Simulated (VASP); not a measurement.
# CdS (Fm-3m) in VASP: elastic constants with PBEsol

Aim: the elastic constants of CdS with PBEsol.

All numbers are computed with VASP 6.6.1; they aren't measurements. Logs are shortened: lines on timing, memory, paths and dates and some standing lists are left out, and cuts for length are marked.

## Step 1: The cell of the first run

Symmetry: Fm-3m, No. 225, cubic system. Conventional cell: a = 5.357 Å, b = 5.357 Å, c = 5.357 Å, α = 90.00°, β = 90.00°, γ = 90.00°. Within 3.5 Å of Cd (site symmetry m-3m) lie 6 S at 2.68 Å. S (site symmetry m-3m) has 6 Cd at 2.68 Å within 3.5 Å.

## Step 2: Elastic constants, PBEsol

File INCAR:

```
PREC = Accurate ; ENCUT = 600
EDIFF = 1E-8 ; ISMEAR = -1
SIGMA = 0.1 ; LREAL = False
LASPH = True ; NELM = 100
ALGO = Normal ; ISIF = 3
LWAVE = False ; LCHARG = False
GGA = PS ; IBRION = 6
NFREE = 2 ; POTIM = 0.015
NSW = 1
```

File KPOINTS:

```
Automatic mesh
0
Gamma
  16 16 16
```

File POSCAR:

```
CdS
1.0
    0.0000000000      2.6787463476      2.6787463476
    2.6787463476      0.0000000000      2.6787463476
    2.6787463476      2.6787463476      0.0000000000
Cd S
1 1
Direct
    0.0000000000      0.0000000000      0.0000000000
    0.5000000000      0.5000000000      0.5000000000
```

Potentials or basis: VASP PAW PBE potentials, release 64 (Cd, S).

Command:

```bash
$ cat potpaw_PBE.64/Cd/POTCAR potpaw_PBE.64/S/POTCAR > POTCAR
$ mpirun -np 1 vasp_std > vasp.out
```

OUTCAR:

```text
PREC = Accurate
   ENCUT = 600
   EDIFF = 1E-8
   ISMEAR = -1
   LREAL = False
   LASPH = True
   NELM = 100
   ISIF = 3
   GGA = PS
   IBRION = 6
   NFREE = 2
   POTIM = 0.015
   NSW = 1

 ion  position               nearest neighbor table
   1  0.000  0.000  0.000-   2 2.68   2 2.68   2 2.68   2 2.68   2 2.68   2 2.68
   2  0.500  0.500  0.500-   1 2.68   1 2.68   1 2.68   1 2.68   1 2.68   1 2.68

  LATTYP: Found a face centered cubic cell.
 ALAT       =     5.3574926952

  Lattice vectors:

 A1 = (   0.0000000000,   2.6787463476,   2.6787463476)
 A2 = (   2.6787463476,   0.0000000000,   2.6787463476)
 A3 = (   2.6787463476,   2.6787463476,   0.0000000000)

Analysis of symmetry for initial positions (statically):
=====================================================================
 Subroutine PRICEL returns:
 Original cell was already a primitive cell.

 Routine SETGRP: Setting up the symmetry group for a
 face centered cubic supercell.

 Subroutine GETGRP returns: Found 48 space group operations
 (whereof 48 operations were pure point group operations)
 out of a pool of 48 trial point group operations.

The static configuration has the point symmetry O_h .

Analysis of symmetry for dynamics (positions and initial velocities):
=====================================================================
 Subroutine PRICEL returns:
 Original cell was already a primitive cell.

 Routine SETGRP: Setting up the symmetry group for a
 face centered cubic supercell.

 Subroutine GETGRP returns: Found 48 space group operations
 (whereof 48 operations were pure point group operations)
 out of a pool of 48 trial point group operations.

The dynamic configuration has the point symmetry O_h .

 Subroutine INISYM returns: Found 48 space group operations
 (whereof 48 operations are pure point group operations),
 and found     1 'primitive' translations

----------------------------------------------------------------------------------------

                                     Primitive cell

  volume of cell :      38.4437

  direct lattice vectors                    reciprocal lattice vectors
     0.000000000  2.678746348  2.678746348    -0.186654478  0.186654478  0.186654478
     2.678746348  0.000000000  2.678746348     0.186654478 -0.186654478  0.186654478
     2.678746348  2.678746348  0.000000000     0.186654478  0.186654478 -0.186654478

  length of vectors
     3.788319415  3.788319415  3.788319415     0.323295039  0.323295039  0.323295039

  position of ions in fractional coordinates (direct lattice)
     0.000000000  0.000000000  0.000000000
     0.500000000  0.500000000  0.500000000

  ion indices of the primitive-cell ions
   primitive index   ion index
                 1           1
                 2           2

----------------------------------------------------------------------------------------

 KPOINTS: Automatic mesh

Automatic generation of k-mesh.
 Grid dimensions read from file:
 generate k-points for:   16   16   16

 Generating k-lattice:

  Cartesian coordinates                     Fractional coordinates (reciprocal lattice)
    -0.011665905  0.011665905  0.011665905     0.062500000  0.000000000  0.000000000
     0.011665905 -0.011665905  0.011665905     0.000000000  0.062500000  0.000000000
     0.011665905  0.011665905 -0.011665905     0.000000000  0.000000000  0.062500000

  Length of vectors
[... 106 lines left out ...]

  FORCE on cell =-STRESS in cart. coord.  units (eV):
  Direction    XX          YY          ZZ          XY          YZ          ZX
  --------------------------------------------------------------------------------------
  -------------------------------------------------------------------------------------
  Total        0.6073390      0.6073390      0.6073390      0.0000000     -0.0000000     -0.0000000
  in kB       25.3114485     25.3114485     25.3114485      0.0000000     -0.0000000     -0.0000000
  external PRESSURE =      25.3114485 kB  Pullay stress =       0.0000000 kB
[... 89 lines left out ...]
  FREE ENERGIE OF THE ION-ELECTRON SYSTEM (eV)
  ---------------------------------------------------
  free  energy   TOTEN  =        -6.6264990704 eV

  energy  without entropy=       -6.6222233499  energy(sigma->0) =       -6.62436121

[... ionic steps 4 to 14 ...]

--------------------------------------- Ionic step       15  -------------------------------------------

 number of electron      17.9999999 magnetization

------------------------ aborting loop because EDIFF is reached ----------------------------------------
[... 67 lines left out ...]
--------------------------------------- Ionic step       17  -------------------------------------------

 number of electron      17.9999995 magnetization

 Free energy of the ion-electron system (eV)
  ---------------------------------------------------
  ext. energy  EPLUGINS =         0.00000000
  ---------------------------------------------------
  free energy    TOTEN  =        -6.64011196 eV

  energy without entropy =       -6.63584070  energy(sigma->0) =       -6.63797633

 E-fermi :   3.7437     XC(G=0): -10.9170

 val. band max:        3.5753105381   @ k =   0.0000   0.5000   0.5000
 cond. band min:       3.7757296898   @ k =   0.4375   0.4375   0.0000
 fundamental gap:      0.2004191517
 Fermi energy:         3.7437120976

 k-point     1 :       0.0000    0.0000    0.0000
  band No.  band energies     occupation
      1      -9.8389      2.00000
      2      -4.2991      2.00000
      3      -4.2985      2.00000
      4      -4.2954      2.00000
      5      -4.2954      2.00000
      6      -4.2952      2.00000
      7       2.5578      1.99999
      8       2.5578      1.99999
      9       2.5579      1.99999
     10       4.5352      0.00073
     11      12.6183      0.00000
     12      12.6183      0.00000
     13      12.6188      0.00000
[... 354 lines left out ...]
  band No.  band energies     occupation
      1      -9.7370      2.00000
      2      -4.3495      2.00000
      3      -4.3271      2.00000
      4      -4.3083      2.00000
      5      -4.2805      2.00000
      6      -4.2627      2.00000
      7       1.7500      2.00000
      8       2.4560      1.99999
      9       2.7225      1.99993
     10       5.4232      0.00000
     11      11.7447      0.00000
     12      12.2316      0.00000
     13      12.7149      0.00000

 [... further k-points ...]
[... 5 lines left out ...]
  --------------------------------------------------------------------------------------
  -------------------------------------------------------------------------------------
  Total        0.6137572      0.6067596      0.6067596     -0.0000000      0.0000000      0.0000000
  in kB       25.5789312     25.2873000     25.2873000     -0.0000000      0.0000000      0.0000000
  external PRESSURE =      25.3845104 kB  Pullay stress =       0.0000000 kB
[... 17 lines left out ...]
  FREE ENERGIE OF THE ION-ELECTRON SYSTEM (eV)
  ---------------------------------------------------
  free  energy   TOTEN  =        -6.6401119602 eV

  energy  without entropy=       -6.6358407011  energy(sigma->0) =       -6.63797633

 INTERNAL STRAIN TENSORS FROM STRAINED CELLS
 ============================================

 INTERNAL STRAIN TENSOR FOR ION    1 for displacements in x,y,z  (eV/Angst):
          X           Y           Z          XY          YZ          ZX
  --------------------------------------------------------------------------------
  x     0.00000     0.00000    -0.00000    -0.00000     0.00000     0.00000
  y    -0.00000     0.00000     0.00000    -0.00000     0.00000     0.00000
  z     0.00000    -0.00000    -0.00000     0.00000     0.00000     0.00000

 INTERNAL STRAIN TENSORS FROM DISPLACED ATOMS
 ============================================

 INTERNAL STRAIN TENSOR FOR ION    1 for displacements in x,y,z  (eV/Angst):
          X           Y           Z          XY          YZ          ZX
  --------------------------------------------------------------------------------
  x     0.00000     0.00000     0.00000     0.00000     0.00000     0.00000
  y     0.00000     0.00000     0.00000     0.00000     0.00000     0.00000
  z     0.00000     0.00000     0.00000     0.00000     0.00000     0.00000

 INTERNAL STRAIN TENSOR FOR ION    2 for displacements in x,y,z  (eV/Angst):
          X           Y           Z          XY          YZ          ZX
  --------------------------------------------------------------------------------
  x     0.00000     0.00000     0.00000     0.00000     0.00000     0.00000
  y     0.00000     0.00000     0.00000     0.00000     0.00000     0.00000
  z     0.00000     0.00000     0.00000     0.00000     0.00000     0.00000

 Eigenvectors and eigenvalues of the dynamical matrix
 ----------------------------------------------------

   1 f  =    4.832327 THz    30.362408 2PiTHz  161.189090 cm-1    19.984891 meV
             X         Y         Z           dx          dy          dz
      0.000000  0.000000  0.000000    -0.456869   -0.108919   -0.000000
      2.678746  2.678746  2.678746     0.858773    0.204734    0.000000
[... 21 lines left out ...]
   6 f/i=    0.007874 THz     0.049471 2PiTHz    0.262634 cm-1     0.032562 meV
             X         Y         Z           dx          dy          dz
      0.000000  0.000000  0.000000    -0.342532    0.695397   -0.422495
      2.678746  2.678746  2.678746    -0.182228    0.369953   -0.224768

--------------------------------------------------------------------------------------------------------

 ELASTIC MODULI CONTR FROM IONIC RELAXATION (kBar)
 Direction    XX          YY          ZZ          XY          YZ          ZX
 --------------------------------------------------------------------------------
 XX           0.0000      0.0000      0.0000      0.0000      0.0000      0.0000
 YY           0.0000      0.0000      0.0000      0.0000      0.0000      0.0000
 ZZ           0.0000      0.0000      0.0000      0.0000      0.0000      0.0000
 XY           0.0000      0.0000      0.0000      0.0000      0.0000      0.0000
 YZ           0.0000      0.0000      0.0000      0.0000      0.0000      0.0000
 ZX           0.0000      0.0000      0.0000      0.0000      0.0000      0.0000
 --------------------------------------------------------------------------------

 TOTAL ELASTIC MODULI (kBar)
 Direction    XX          YY          ZZ          XY          YZ          ZX
 --------------------------------------------------------------------------------
 XX        1645.7931    579.3416    579.3416     -0.0000      0.0000      0.0000
 YY         579.3416   1645.7931    579.3416     -0.0000      0.0000      0.0000
 ZZ         579.3416    579.3416   1645.7931     -0.0000     -0.0000      0.0000
 XY          -0.0000     -0.0000     -0.0000    338.3956      0.0000     -0.0000
 YZ           0.0000      0.0000     -0.0000      0.0000    338.3956     -0.0000
 ZX           0.0000      0.0000      0.0000     -0.0000     -0.0000    338.3956
 --------------------------------------------------------------------------------
```

Wall time 1.7 h (1 thread of Oxide Virtual Turin-like, shared host); peak memory 1.1 GiB.

What came out:

* Elastic constants C11, C12, C44: 165, 58, 34 GPa
* Voigt bulk modulus: 93 GPa
* Highest phonon frequency at Γ, LO-TO splitting left out: 161 cm⁻¹

Phonon frequencies in cm⁻¹ (negative: imaginary):
```
              q point        frequencies
(0.000, 0.000, 0.000)  0 0 0 161 161 161
```

Elastic tensor in Voigt notation (GPa, in the Cartesian axes of the cell as first typed):
```
165  58  58   0   0   0
 58 165  58   0   0   0
 58  58 165   0   0   0
  0   0   0  34   0   0
  0   0   0   0  34   0
  0   0   0   0   0  34
```

Clamped-ion elastic tensor (GPa):
```
165  58  58   0   0   0
 58 165  58   0   0   0
 58  58 165   0   0   0
  0   0   0  34   0   0
  0   0   0   0  34   0
  0   0   0   0   0  34
```

Caveat: the cell is under stress, which shifts elastic constants; the PAW data sets were made with another functional, which shifts forces and pressure a little.
